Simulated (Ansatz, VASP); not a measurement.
# CdAg2F6 in VASP and in Ansatz

```
CELL_PARAMETERS angstrom
0.00000 4.02839 4.02839
4.02839 0.00000 4.02839
4.02839 4.02839 0.00000
ATOMIC_POSITIONS crystal
Cd 0.00000 0.00000 0.00000
Ag 0.25000 0.25000 0.25000
Ag 0.75000 0.75000 0.75000
F 0.75000 0.25000 0.25000
F 0.25000 0.75000 0.75000
F 0.25000 0.75000 0.25000
F 0.75000 0.25000 0.75000
F 0.25000 0.25000 0.75000
F 0.75000 0.75000 0.25000
```

Change from the starting cell: ordered vacancies on the cation sites of perovskite (Fm-3m, No. 225).

Alike in both runs: task relaxation of cell and atoms; functional PBE; k mesh 4 × 4 × 4; occupations gaussian, width 0.1 eV; no spin polarisation.

|  | VASP | Ansatz |
| --- | --- | --- |
| version | VASP 6.6.1 | Ansatz 0.2.0 |
| potentials or method | VASP PAW PBE potentials, release 64 (Cd, Ag, F), cutoff 600 eV | scalar-relativistic, plane waves, PAW |
| valence electrons in the cell | 76 | 100 |

```tsv
	VASP	Ansatz	Ansatz less VASP
gap on the k mesh at the Fermi level, each at its own relaxed structure (eV)	none	none	-
relaxed volume (Å³/atom)	14.38	14.56	+0.178
relaxed length of the cell vector where the two differ most in proportion (Å)	5.678	5.701	+0.0233
```

A gap of «none» marks a metal or a gap that the smearing closes. VASP's potentials hold 76 valence electrons a cell and Ansatz's 100, so a difference there can come from the potentials and not from the codes.
